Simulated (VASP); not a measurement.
# Re (Fd-3m) in VASP: a series of runs, part 2 of 2

VASP 6.6.1. Earlier steps stand in the parts before.

### 3 Relaxation of cell and atoms, LDA

This run uses another cell than the first one, of 19.14 Å³/atom, 0.880 times its volume.

INCAR reads:

```
PREC     = Accurate       # precision mode
ENCUT    = 600            # plane-wave cutoff, eV
EDIFF    = 1E-6           # SCF threshold, eV
ISMEAR   = 1              # smearing method
SIGMA    = 0.1            # smearing width, eV
LREAL    = F              # projectors in reciprocal space
LASPH    = T              # aspherical terms in the spheres
NELM     = 60             # most SCF steps
ALGO     = Normal         # electronic algorithm
ISIF     = 3              # what is computed and relaxed
LWAVE    = F              # write WAVECAR
LCHARG   = F              # write CHGCAR
GGA      = CA             # functional
IBRION   = 2              # ionic algorithm
NSW      = 80             # ionic steps
EDIFFG   = -0.02          # ionic threshold
```

KPOINTS reads:

```
Automatic mesh
0
Gamma
  8 8 8
```

POSCAR reads:

```
Re
1.0
    0.0000000000      2.6750000000      2.6750000000
    2.6750000000      0.0000000000      2.6750000000
    2.6750000000      2.6750000000      0.0000000000
Re
2
Direct
    0.0000000000      0.0000000000      0.0000000000
    0.2500000000      0.2500000000      0.2500000000
```

Potentials or basis: VASP PAW LDA potentials, release 64 (Re).

Started as:

```
> cat potpaw_LDA.64/Re/POTCAR > POTCAR
> mpirun -np 1 vasp_std > vasp.out
```

OUTCAR:

```text
PREC = Accurate
   ENCUT = 600
   EDIFF = 1E-6
   ISMEAR = 1
   LREAL = F
   LASPH = T
   NELM = 60
   ISIF = 3
   GGA = CA
   IBRION = 2
   NSW = 80
   EDIFFG = -0.02

 ion  position               nearest neighbor table
   1  0.000  0.000  0.000-   2 2.32   2 2.32   2 2.32   2 2.32
   2  0.250  0.250  0.250-   1 2.32   1 2.32   1 2.32   1 2.32

  LATTYP: Found a face centered cubic cell.
 ALAT       =     5.3500000000

  Lattice vectors:

 A1 = (   0.0000000000,   2.6750000000,   2.6750000000)
 A2 = (   2.6750000000,   0.0000000000,   2.6750000000)
 A3 = (   2.6750000000,   2.6750000000,   0.0000000000)

Analysis of symmetry for initial positions (statically):
=====================================================================
 Subroutine PRICEL returns:
 Original cell was already a primitive cell.

 Routine SETGRP: Setting up the symmetry group for a
 face centered cubic supercell.

 Subroutine GETGRP returns: Found 48 space group operations
 (whereof 24 operations were pure point group operations)
 out of a pool of 48 trial point group operations.

The static configuration has the point symmetry T_d .
 The point group associated with its full space group is O_h .

Analysis of symmetry for dynamics (positions and initial velocities):
=====================================================================
 Subroutine PRICEL returns:
 Original cell was already a primitive cell.

 Routine SETGRP: Setting up the symmetry group for a
 face centered cubic supercell.

 Subroutine GETGRP returns: Found 48 space group operations
 (whereof 24 operations were pure point group operations)
 out of a pool of 48 trial point group operations.

The dynamic configuration has the point symmetry T_d .
 The point group associated with its full space group is O_h .

 Subroutine INISYM returns: Found 48 space group operations
 (whereof 24 operations are pure point group operations),
 and found     1 'primitive' translations

----------------------------------------------------------------------------------------

                                     Primitive cell

  volume of cell :      38.2826

  direct lattice vectors                    reciprocal lattice vectors
     0.000000000  2.675000000  2.675000000    -0.186915888  0.186915888  0.186915888
     2.675000000  0.000000000  2.675000000     0.186915888 -0.186915888  0.186915888
     2.675000000  2.675000000  0.000000000     0.186915888  0.186915888 -0.186915888

  length of vectors
     3.783021279  3.783021279  3.783021279     0.323747814  0.323747814  0.323747814

  position of ions in fractional coordinates (direct lattice)
     0.000000000  0.000000000  0.000000000
     0.250000000  0.250000000  0.250000000

  ion indices of the primitive-cell ions
   primitive index   ion index
                 1           1
                 2           2

----------------------------------------------------------------------------------------

 KPOINTS: Automatic mesh

Automatic generation of k-mesh.
 Grid dimensions read from file:
 generate k-points for:    8    8    8

 Generating k-lattice:

  Cartesian coordinates                     Fractional coordinates (reciprocal lattice)
    -0.023364486  0.023364486  0.023364486     0.125000000  0.000000000  0.000000000
[... 43 lines left out ...]
   total plane-waves  NPLWV =  27000
   dimension x,y,z NGX =    30 NGY =   30 NGZ =   30
   dimension x,y,z NGXF=    60 NGYF=   60 NGZF=   60
   ions per type =               2
   NGX,Y,Z   is equivalent  to a cutoff of  13.18, 13.18, 13.18 a.u.
   NGXF,Y,Z  is equivalent  to a cutoff of  26.37, 26.37, 26.37 a.u.
 SYSTEM =  unknown system
   PREC   = accura    normal or accurate (medium, high low for compatibility)
   ISTART =      0    job   : 0-new  1-cont  2-samecut
   ICHARG =      2    charge: 1-file 2-atom 10-const
   ISPIN  =      1    spin polarized calculation?
   LNONCOLLINEAR =      F non collinear calculations
   LSORBIT =      F    spin-orbit coupling
   LASPH  =      T    aspherical Exc in radial PAW
   ENCUT  =  600.0 eV  44.10 Ry    6.64 a.u.   7.56  7.56  7.56*2*pi/ulx,y,z
   NELM   =     60;   NELMIN=  2; NELMDL= -5     # of ELM steps
   EDIFF  = 0.1E-05   stopping-criterion for ELM
   LREAL  =      F    real-space projection
   EDIFFG = -.2E-01   stopping-criterion for IOM
   NSW    =     80    number of steps for IOM
   IBRION =      2    ionic relax: 0-MD 1-quasi-New 2-CG
   NFREE  =      1    steps in history (QN), initial steepest desc. (CG)
   ISIF   =      3    stress and relaxation
   ISYM   =      2    0-nonsym 1-usesym 2-fastsym
   POTIM  = 0.5000    time-step for ionic-motion
   TEBEG  =    0.0;   TEEND  =   0.0 temperature during run
   PSTRESS=    0.0 pullay stress
   NELECT =      14.0000    total number of electrons
   NUPDOWN=      -1.0000    fix difference up-down
   EMIN   =  10.00;   EMAX   =-10.00  energy-range for DOS
   EFERMI =   0.00;   METHOD = LEGACY
   ISMEAR =     1;   SIGMA  =   0.10  broadening in eV -4-tet -1-fermi 0-gaus
   EFERMI_NEDOS =   21; number of points for ismear=-14 and -15
   IALGO  =     38    algorithm
   IMIX   =      4    mixing-type and parameters
     AMIX     =   0.40;   BMIX     =  1.00
     AMIX_MAG =   1.60;   BMIX_MAG =  1.00
  volume/ion in A,a.u.               =      19.14       129.17
  Fermi-wavevector in a.u.,A,eV,Ry     =   1.170713  2.212327 18.647718  1.370569
  Thomas-Fermi vector in A             =   2.307167
   LORBIT       =      0    0 simple, 1 ext, 2 COOP (PROOUT), +10 PAW based schemes
   GGA     = CA    functional components
   LHFCALC =     F    Hartree Fock is set to
   AEXX    =    0.0000 exact exchange contribution
   IVDW    =     0    specifies the selected vdW correction
   LEPSILON=     F    determine dielectric tensor
   LRPA    =     F    only Hartree local field effects (RPA)
 conjugate gradient relaxation of ions
 non-spin polarized calculation
 Methfessel and Paxton  Order N= 1 SIGMA  =   0.10
  energy-cutoff  :      600.00
  volume of cell :       38.28
 maximum number of plane-waves:      1303
   NGX = 15   NGY = 15   NGZ = 15

--------------------------------------- Ionic step        1  -------------------------------------------

 number of electron      14.0000001 magnetization

 Free energy of the ion-electron system (eV)
  ---------------------------------------------------
  ext. energy  EPLUGINS =         0.00000000
  ---------------------------------------------------
  free energy    TOTEN  =       -23.73811240 eV

  energy without entropy =      -23.73674282  energy(sigma->0) =      -23.73765587

------------------------ aborting loop because EDIFF is reached ----------------------------------------

  FORCE on cell =-STRESS in cart. coord.  units (eV):
  Direction    XX          YY          ZZ          XY          YZ          ZX
  --------------------------------------------------------------------------------------
  -------------------------------------------------------------------------------------
  Total        6.3004664      6.3004664      6.3004664      0.0000000      0.0000000     -0.0000000
  in kB      263.6828746    263.6828746    263.6828746      0.0000000      0.0000000     -0.0000000
  external PRESSURE =     263.6828746 kB  Pullay stress =       0.0000000 kB
[... 23 lines left out ...]
--------------------------------------- Ionic step        2  -------------------------------------------

 number of electron      14.0000001 magnetization

 E-fermi :   1.3332     XC(G=0):  -9.9827

 val. band max:        1.3128573769   @ k =  -0.2500   0.2500   0.0000
 cond. band min:       1.3489009892   @ k =   0.5000   0.5000   0.0000
 fundamental gap:      0.0360436122
 Fermi energy:         1.3332396746

 k-point     1 :       0.0000    0.0000    0.0000
  band No.  band energies     occupation
      1      -4.3436      2.00000
      2      -0.7685      2.00000
      3      -0.7685      2.00000
      4      -0.4700      2.00000
      5      -0.4700      2.00000
      6      -0.4700      2.00000
      7       1.7381     -0.00000
      8       1.7381     -0.00000
      9       1.7381     -0.00000
     10       3.9913      0.00000
     11       3.9913      0.00000
[... 429 lines left out ...]
--------------------------------------- Ionic step        5  -------------------------------------------

 number of electron      14.0000001 magnetization

 Free energy of the ion-electron system (eV)
  ---------------------------------------------------
  ext. energy  EPLUGINS =         0.00000000
  ---------------------------------------------------
  free energy    TOTEN  =       -24.06572271 eV

  energy without entropy =      -24.06603772  energy(sigma->0) =      -24.06582771

 E-fermi :   3.8902     XC(G=0): -11.4632

 val. band max:        3.8728963327   @ k =  -0.3750   0.2500   0.1250
 cond. band min:       4.0206286276   @ k =  -0.3750   0.3750   0.1250
 fundamental gap:      0.1477322949
 Fermi energy:         3.8902050705

 k-point     1 :       0.0000    0.0000    0.0000
  band No.  band energies     occupation
      1      -3.2601      2.00000
      2       0.5367      2.00000
      3       0.5367      2.00000
      4       1.4566      2.00000
      5       1.4566      2.00000
      6       1.4566      2.00000
      7       4.4632     -0.00000
      8       4.4632     -0.00000
      9       4.4632     -0.00000
     10       8.2066      0.00000
     11       8.2066      0.00000
[... 351 lines left out ...]
  FREE ENERGIE OF THE ION-ELECTRON SYSTEM (eV)
  ---------------------------------------------------
  free  energy   TOTEN  =       -24.0657227088 eV

  energy  without entropy=      -24.0660377203  energy(sigma->0) =      -24.06582771

 reached required accuracy - stopping structural energy minimisation
```

It took 54 s on 1 thread of Intel Xeon Platinum 8259CL at 2.50GHz (Skylake/Cascade Lake), shared host; peak memory 0.16 GiB.

Results:

| Property | Result |
| --- | --- |
| Free energy | -24.0657 eV |
| Relaxed volume | 21.30 Å³/atom |
| Relaxed cell | a = 3.920 Å, b = 3.920 Å, c = 3.920 Å, α = 60.00°, β = 60.00°, γ = 60.00° |
| Space group after relaxing (to 0.05 Å) | Fd-3m (No. 227) |
| Energy gained by relaxing | 163.8 meV/atom |
| Ionic steps | 5 |
| Pressure after relaxing | 0.1 GPa |
| Band gap on the k mesh | zero (band 7 reaches 4.46 eV, above the bottom of band 8 at 2.97 eV) |

The path:
```csv
step,energy change (eV),largest force (eV/Å),pressure (GPa),volume (Å³)
1,0.0000,0.0000,26.37,38.28
2,1.7847,0.0000,-32.04,58.52
3,-0.3229,0.0000,-2.60,43.20
4,-0.3276,0.0000,-0.30,42.69
5,-0.3276,0.0000,0.11,42.60
```

Final structure:
```
CELL_PARAMETERS angstrom
0.00000 2.77189 2.77189
2.77189 0.00000 2.77189
2.77189 2.77189 0.00000
ATOMIC_POSITIONS crystal
Re 0.00000 0.00000 0.00000
Re 0.25000 0.25000 0.25000
```

Caveat: spin-orbit coupling is left out, which moves the levels of the heavy elements.

### 4 Relaxation of cell and atoms, LDA

This run uses another cell than the first one, of 21.42 Å³/atom, 0.985 times its volume.

INCAR reads:

```
PREC     = Accurate       # precision mode
ENCUT    = 600            # plane-wave cutoff, eV
EDIFF    = 1E-7           # SCF threshold, eV
ISMEAR   = 1              # smearing method
SIGMA    = 0.1            # smearing width, eV
LREAL    = False          # projectors in reciprocal space
LASPH    = True           # aspherical terms in the spheres
NELM     = 80             # most SCF steps
ALGO     = Normal         # electronic algorithm
ISIF     = 3              # what is computed and relaxed
LWAVE    = False          # write WAVECAR
LCHARG   = False          # write CHGCAR
GGA      = CA             # functional
IBRION   = 2              # ionic algorithm
NSW      = 80             # ionic steps
EDIFFG   = -0.02          # ionic threshold
```

KPOINTS reads:

```
regular mesh
0
Gamma
  8 8 8
```

POSCAR reads:

```
Re
1.0
    0.0000000000      2.7772371253      2.7772371253
    2.7772371253      0.0000000000      2.7772371253
    2.7772371253      2.7772371253      0.0000000000
Re
2
Direct
    0.0000000000      0.0000000000      0.0000000000
    0.2500000000      0.2500000000      0.2500000000
```

Started as:

```
> cat potpaw_LDA.64/Re/POTCAR > POTCAR
> mpirun -np 1 vasp_std > vasp.out
```

Wall time 28 s (1 thread of Intel Xeon Platinum 8259CL at 2.50GHz (Skylake/Cascade Lake), shared host); peak memory 0.16 GiB.

It converged, with:

```
Free energy                            : -24.0667 eV
Relaxed volume                         : 21.32 Å³/atom
Relaxed cell                           : a = 3.921 Å, b = 3.921 Å, c = 3.921 Å, α = 60.00°, β = 60.00°, γ = 60.00°
Space group after relaxing (to 0.05 Å) : Fd-3m (No. 227)
Energy gained by relaxing              : 0.3 meV/atom
Ionic steps                            : 3
Pressure after relaxing                : 0.0 GPa
Band gap on the k mesh                 : zero (band 7 reaches 4.45 eV, above the bottom of band 8 at 2.96 eV)
```

The path:
| step | energy change (eV) | largest force (eV/Å) | pressure (GPa) | volume (Å³) |
| --- | --- | --- | --- | --- |
| 1 | 0.0000 | 0.0000 | -0.98 | 42.84 |
| 2 | 0.0046 | 0.0000 | 2.87 | 42.04 |
| 3 | -0.0006 | 0.0000 | 0.01 | 42.63 |

Final structure:
```xyz
2
Lattice="0.0000 2.7727 2.7727 2.7727 0.0000 2.7727 2.7727 2.7727 0.0000" Properties=species:S:1:pos:R:3 pbc="T T T"
Re    0.0000    0.0000    0.0000
Re    1.3863    1.3863    1.3863
```

Levels at points of the mesh, in eV from the Fermi level:
| k point | band 5 | band 6 | band 7 | band 8 | band 9 | band 10 |
| --- | --- | --- | --- | --- | --- | --- |
| (0.00, 0.00, 0.00) | -2.43 | -2.43 | 0.57 | 0.57 | 0.57 | 4.31 |
| (0.50, 0.00, 0.00) | -2.70 | -2.70 | -0.92 | 1.75 | 1.75 | 3.38 |
| (0.50, 0.50, 0.00) | -1.96 | -1.96 | -0.15 | -0.15 | 3.78 | 3.78 |

Caveat: spin-orbit coupling is left out, which moves the levels of the heavy elements.

### 5 Overview

| task | cell | cutoff (eV) | gap on the mesh (eV) | pressure (GPa) | relaxed volume (Å³/atom) |
| --- | --- | --- | --- | --- | --- |
| single point | a = 3.947 Å, angles 60.0°, 2 atoms | 520 | none | -3.9 | - |
| relaxation of cell and atoms | relaxed from a = 3.783 Å, angles 60.0°, 2 atoms | 600 | none | 0.1 | 21.30 |
| relaxation of cell and atoms | relaxed from a = 3.928 Å, angles 60.0°, 2 atoms | 600 | none | 0.0 | 21.32 |

Alike in all rows: level LDA; potentials or basis VASP PAW LDA potentials, release 64 (Re); no spin polarisation; k mesh 8 × 8 × 8; smearing methfessel-paxton 0.1 eV.

Caveats: spin-orbit coupling is left out, which moves the levels of the heavy elements.

Absolute energies hang on the potentials; compare differences alone.
